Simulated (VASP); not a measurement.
# CsPbBr3 (P4/mmm) in VASP: notebook

The runs below take CsPbBr3 through single point, with PBEsol.

Everything below comes from runs of VASP 6.6.1. Logs are shortened: lines on timing, memory, paths and dates and some standing lists are left out, and cuts for length are marked.

### Step 1. The cell of the first run

The structure is tetragonal, space group P4/mmm (No. 123). Conventional cell: a = 5.870 Å, b = 5.870 Å, c = 5.958 Å, α = 90.00°, β = 90.00°, γ = 90.00°. Cs (site symmetry 4/mmm) has 12 Br at 4.15 to 4.18 Å and 8 Pb at 5.11 Å within 5.4 Å. Within 3.9 Å of Pb (site symmetry 4/mmm) lie 6 Br at 2.94 to 2.98 Å. Within 3.9 Å of Br (site symmetry mmm) lie 2 Pb at 2.94 Å. Within 3.9 Å of Br (site symmetry 4/mmm) lie 2 Pb at 2.98 Å.

### Step 2. Single point, PBEsol (strain +0.0150 x Voigt [0, 1, 0, 0, 0, 0])

Contents of INCAR:

```
PREC     = Accurate       # precision mode
ENCUT    = 520            # plane-wave cutoff, eV
EDIFF    = 1E-6           # SCF threshold, eV
ISMEAR   = 0              # smearing method
SIGMA    = 0.05           # smearing width, eV
LREAL    = False          # projectors in reciprocal space
LASPH    = True           # aspherical terms in the spheres
NELM     = 60             # most SCF steps
ALGO     = Normal         # electronic algorithm
ISIF     = 2              # what is computed and relaxed
LWAVE    = False          # write WAVECAR
LCHARG   = False          # write CHGCAR
GGA      = PS             # functional
NBANDS   = 30             # bands
```

Contents of KPOINTS:

```
Automatic mesh
0
Gamma
  6 6 6
```

Contents of POSCAR:

```
CsPbBr3
1.0
    5.8700000000      0.0000000000      0.0000000000
    0.0000000000      5.9580500000      0.0000000000
    0.0000000000      0.0000000000      5.8700000000
Cs Pb Br
1 1 3
Direct
    0.0000000000      0.0000000000      0.0000000000
    0.5000000000      0.5000000000      0.5000000000
    0.0000000000      0.5000000000      0.5000000000
    0.5000000000      0.0000000000      0.5000000000
    0.5000000000      0.5000000000      0.0000000000
```

Potentials or basis: VASP PAW PBE potentials, release 64 (Cs_sv, Pb_d, Br).

Launch:

```sh
> cat potpaw_PBE.64/Cs_sv/POTCAR potpaw_PBE.64/Pb_d/POTCAR potpaw_PBE.64/Br/POTCAR > POTCAR
> mpirun -np 1 vasp_std > vasp.out
```

OUTCAR:

```text
PREC = Accurate
   ENCUT = 520
   EDIFF = 1E-6
   ISMEAR = 0
   LREAL = False
   LASPH = True
   NELM = 60
   ISIF = 2
   GGA = PS

 ion  position               nearest neighbor table
   1  0.000  0.000  0.000-
   2  0.500  0.500  0.500-   3 2.94   5 2.94   5 2.94   3 2.94   4 2.98   4 2.98
   3  0.000  0.500  0.500-   2 2.94   2 2.94
   4  0.500  0.000  0.500-   2 2.98   2 2.98
   5  0.500  0.500  0.000-   2 2.94   2 2.94

  LATTYP: Found a simple tetragonal cell.
 ALAT       =     5.8700000000
 C/A-ratio  =     1.0150000000

  Lattice vectors:

 A1 = (  -5.8700000000,   0.0000000000,   0.0000000000)
 A2 = (   0.0000000000,   0.0000000000,   5.8700000000)
 A3 = (   0.0000000000,   5.9580500000,   0.0000000000)

Analysis of symmetry for initial positions (statically):
=====================================================================
 Subroutine PRICEL returns:
 Original cell was already a primitive cell.

 Routine SETGRP: Setting up the symmetry group for a
 simple tetragonal supercell.

 Subroutine GETGRP returns: Found 16 space group operations
 (whereof 16 operations were pure point group operations)
 out of a pool of 16 trial point group operations.

The static configuration has the point symmetry D_4h.

Analysis of symmetry for dynamics (positions and initial velocities):
=====================================================================
 Subroutine PRICEL returns:
 Original cell was already a primitive cell.

 Routine SETGRP: Setting up the symmetry group for a
 simple tetragonal supercell.

 Subroutine GETGRP returns: Found 16 space group operations
 (whereof 16 operations were pure point group operations)
 out of a pool of 16 trial point group operations.

The dynamic configuration has the point symmetry D_4h.

 Subroutine INISYM returns: Found 16 space group operations
 (whereof 16 operations are pure point group operations),
 and found     1 'primitive' translations

----------------------------------------------------------------------------------------

                                     Primitive cell

  volume of cell :     205.2959

  direct lattice vectors                    reciprocal lattice vectors
     5.870000000  0.000000000  0.000000000     0.170357751  0.000000000  0.000000000
     0.000000000  5.958050000  0.000000000     0.000000000  0.167840149  0.000000000
     0.000000000  0.000000000  5.870000000     0.000000000  0.000000000  0.170357751

  length of vectors
     5.870000000  5.958050000  5.870000000     0.170357751  0.167840149  0.170357751

  position of ions in fractional coordinates (direct lattice)
     0.000000000  0.000000000  0.000000000
     0.500000000  0.500000000  0.500000000
     0.000000000  0.500000000  0.500000000
     0.500000000  0.000000000  0.500000000
     0.500000000  0.500000000  0.000000000

  ion indices of the primitive-cell ions
   primitive index   ion index
                 1           1
                 2           2
                 3           3
                 4           4
                 5           5

----------------------------------------------------------------------------------------

 KPOINTS: Automatic mesh

Automatic generation of k-mesh.
 Grid dimensions read from file:
 generate k-points for:    6    6    6

 Generating k-lattice:

  Cartesian coordinates                     Fractional coordinates (reciprocal lattice)
     0.028392959  0.000000000  0.000000000     0.166666667  0.000000000  0.000000000
     0.000000000  0.027973358  0.000000000     0.000000000  0.166666667  0.000000000
     0.000000000  0.000000000  0.028392959     0.000000000  0.000000000  0.166666667

  Length of vectors
     0.028392959  0.027973358  0.028392959

  Shift w.r.t. Gamma in fractional coordinates (k-lattice)
     0.000000000  0.000000000  0.000000000

 Subroutine IBZKPT returns following result:
 ===========================================

 Found     40 irreducible k-points:

 Following reciprocal coordinates:
            Coordinates               Weight
  0.000000  0.000000  0.000000      1.000000
  0.166667  0.000000  0.000000      4.000000
  0.333333  0.000000  0.000000      4.000000
  0.500000  0.000000  0.000000      2.000000
  0.000000  0.166667  0.000000      2.000000
  0.166667  0.166667  0.000000      8.000000
[... 16 lines left out ...]
  0.166667  0.333333  0.166667      8.000000
  0.333333  0.333333  0.166667     16.000000
 [... further k-points ...]
   k-points           NKPTS =     40   k-points in BZ     NKDIM =     40   number of bands    NBANDS=     30
   number of dos      NEDOS =    301   number of ions     NIONS =      5
   total plane-waves  NPLWV = 110592
   dimension x,y,z NGX =    48 NGY =   48 NGZ =   48
   dimension x,y,z NGXF=    96 NGYF=   96 NGZF=   96
   ions per type =               1   1   3
   NGX,Y,Z   is equivalent  to a cutoff of  13.59, 13.39, 13.59 a.u.
   NGXF,Y,Z  is equivalent  to a cutoff of  27.19, 26.79, 27.19 a.u.
 SYSTEM =  unknown system
   PREC   = accura    normal or accurate (medium, high low for compatibility)
   ISTART =      0    job   : 0-new  1-cont  2-samecut
   ICHARG =      2    charge: 1-file 2-atom 10-const
   ISPIN  =      1    spin polarized calculation?
   LNONCOLLINEAR =      F non collinear calculations
   LSORBIT =      F    spin-orbit coupling
   LASPH  =      T    aspherical Exc in radial PAW
   ENCUT  =  520.0 eV  38.22 Ry    6.18 a.u.  10.91 11.08 10.91*2*pi/ulx,y,z
   NELM   =     60;   NELMIN=  2; NELMDL= -5     # of ELM steps
   EDIFF  = 0.1E-05   stopping-criterion for ELM
   LREAL  =      F    real-space projection
   EDIFFG = 0.1E-04   stopping-criterion for IOM
   NSW    =      0    number of steps for IOM
   IBRION =     -1    ionic relax: 0-MD 1-quasi-New 2-CG
   NFREE  =      0    steps in history (QN), initial steepest desc. (CG)
   ISIF   =      2    stress and relaxation
   ISYM   =      2    0-nonsym 1-usesym 2-fastsym
   POTIM  = 0.5000    time-step for ionic-motion
   TEBEG  =    0.0;   TEEND  =   0.0 temperature during run
   PSTRESS=    0.0 pullay stress
   NELECT =      44.0000    total number of electrons
   NUPDOWN=      -1.0000    fix difference up-down
   EMIN   =  10.00;   EMAX   =-10.00  energy-range for DOS
   EFERMI =   0.00;   METHOD = LEGACY
   ISMEAR =     0;   SIGMA  =   0.05  broadening in eV -4-tet -1-fermi 0-gaus
   EFERMI_NEDOS =   21; number of points for ismear=-14 and -15
   IALGO  =     38    algorithm
   IMIX   =      4    mixing-type and parameters
     AMIX     =   0.40;   BMIX     =  1.00
     AMIX_MAG =   1.60;   BMIX_MAG =  1.00
  volume/ion in A,a.u.               =      41.06       277.08
  Fermi-wavevector in a.u.,A,eV,Ry     =   0.979713  1.851389 13.059387  0.959838
  Thomas-Fermi vector in A             =   2.110588
   LORBIT       =      0    0 simple, 1 ext, 2 COOP (PROOUT), +10 PAW based schemes
   GGA     = PS    functional components
   LHFCALC =     F    Hartree Fock is set to
   AEXX    =    0.0000 exact exchange contribution
   IVDW    =     0    specifies the selected vdW correction
   LEPSILON=     F    determine dielectric tensor
   LRPA    =     F    only Hartree local field effects (RPA)
 non-spin polarized calculation
 Gauss-broadening in eV      SIGMA  =   0.05
  energy-cutoff  :      520.00
  volume of cell :      205.30
 maximum number of plane-waves:      5560
 NGX is ok and might be reduce to    48
   NGX = 21   NGY = 23   NGZ = 21

 number of electron      43.9999997 magnetization

 Free energy of the ion-electron system (eV)
  ---------------------------------------------------
  ext. energy  EPLUGINS =         0.00000000
  ---------------------------------------------------
  free energy    TOTEN  =       -16.80134649 eV

  energy without entropy =      -16.80134649  energy(sigma->0) =      -16.80134649

 E-fermi :   1.2912     XC(G=0):  -7.7528

 val. band max:        1.0360227738   @ k =   0.5000   0.5000   0.5000
 cond. band min:       2.4557507934   @ k =   0.5000   0.5000   0.5000
 fundamental gap:      1.4197280196
 Fermi energy:         1.2911540541

 k-point     1 :       0.0000    0.0000    0.0000
  band No.  band energies     occupation
      1     -20.3525      2.00000
      2     -15.7358      2.00000
      3     -15.7183      2.00000
      4     -15.5701      2.00000
      5     -15.5701      2.00000
      6     -15.5663      2.00000
[... 22 lines left out ...]
     29       6.7787      0.00000
     30       7.0378      0.00000

 k-point     2 :       0.1667    0.0000    0.0000
  band No.  band energies     occupation
      1     -20.3522      2.00000
      2     -15.7276      2.00000
      3     -15.7101      2.00000
      4     -15.5704      2.00000
      5     -15.5701      2.00000
      6     -15.5666      2.00000
[... 22 lines left out ...]
     29       6.1634      0.00000
     30       6.7668      0.00000

 k-point     3 :       0.3333    0.0000    0.0000
  band No.  band energies     occupation
      1     -20.3517      2.00000
      2     -15.7242      2.00000
      3     -15.6798      2.00000
      4     -15.5709      2.00000
      5     -15.5701      2.00000
      6     -15.5671      2.00000
[... 22 lines left out ...]
     29       6.3002      0.00000
     30       7.0434      0.00000

 k-point     4 :       0.5000    0.0000    0.0000
  band No.  band energies     occupation
      1     -20.3514      2.00000
      2     -15.7238      2.00000
      3     -15.6630      2.00000
      4     -15.5711      2.00000
      5     -15.5701      2.00000
      6     -15.5674      2.00000
[... 616 lines left out ...]
     29       6.8056      0.00000
     30       7.1997      0.00000

 k-point    23 :       0.1667    0.3333    0.1667
  band No.  band energies     occupation
      1     -20.3514      2.00000
      2     -15.7111      2.00000
      3     -15.6698      2.00000
      4     -15.5710      2.00000
      5     -15.5710      2.00000
      6     -15.5668      2.00000
[... 22 lines left out ...]
     29       6.7152      0.00000
     30       7.0138      0.00000

 k-point    24 :       0.3333    0.3333    0.1667
  band No.  band energies     occupation
      1     -20.3509      2.00000
      2     -15.6931      2.00000
      3     -15.6521      2.00000
      4     -15.5715      2.00000
      5     -15.5710      2.00000
      6     -15.5674      2.00000
[... 22 lines left out ...]
     29       6.9788      0.00000
     30       7.1038      0.00000

 [... further k-points ...]

------------------------ aborting loop because EDIFF is reached ----------------------------------------

  FORCE on cell =-STRESS in cart. coord.  units (eV):
  Direction    XX          YY          ZZ          XY          YZ          ZX
  --------------------------------------------------------------------------------------
  -------------------------------------------------------------------------------------
  Total       -0.0942793     -0.8880473     -0.0942793      0.0000000      0.0000000      0.0000000
  in kB       -0.7357774     -6.9305281     -0.7357774      0.0000000      0.0000000      0.0000000
  external PRESSURE =      -2.8006943 kB  Pullay stress =       0.0000000 kB

 VOLUME and BASIS-vectors are now :
 -----------------------------------------------------------------------------
  energy-cutoff  :      520.00
  volume of cell :      205.30
      direct lattice vectors                 reciprocal lattice vectors
     5.870000000  0.000000000  0.000000000     0.170357751  0.000000000  0.000000000
     0.000000000  5.958050000  0.000000000     0.000000000  0.167840149  0.000000000
     0.000000000  0.000000000  5.870000000     0.000000000  0.000000000  0.170357751

 POSITION                                       TOTAL-FORCE (eV/Angst)
 -----------------------------------------------------------------------------------
      0.00000      0.00000      0.00000         0.000000      0.000000      0.000000
      2.93500      2.97903      2.93500         0.000000      0.000000      0.000000
      0.00000      2.97903      2.93500         0.000000      0.000000      0.000000
      2.93500      0.00000      2.93500         0.000000      0.000000      0.000000
      2.93500      2.97903      0.00000         0.000000      0.000000      0.000000
 -----------------------------------------------------------------------------------
    total drift:                                0.000000     -0.000000     -0.000000

  FREE ENERGIE OF THE ION-ELECTRON SYSTEM (eV)
  ---------------------------------------------------
  free  energy   TOTEN  =       -16.8013464864 eV

  energy  without entropy=      -16.8013464864  energy(sigma->0) =      -16.80134649
```

Run time: 96 s. Hardware: 1 thread of Intel Xeon 6975P-C (Granite Rapids), shared host; peak memory 0.47 GiB.

What came out:

```
Free energy            : -16.8013 eV
Pressure               : -0.3 GPa
Band gap on the k mesh : 1.42 eV
```

Stress tensor (GPa, compression positive):
```
-0.07  0.00  0.00
 0.00 -0.69  0.00
 0.00  0.00 -0.07
```

Caveat: the cell differs from its parent crystal (strain +0.0150 x Voigt [0, 1, 0, 0, 0, 0]); the PAW data sets were made with another functional, which shifts forces and pressure a little; spin-orbit coupling is left out, which moves the levels of the heavy elements.

(Continued in part 2 of 2.)
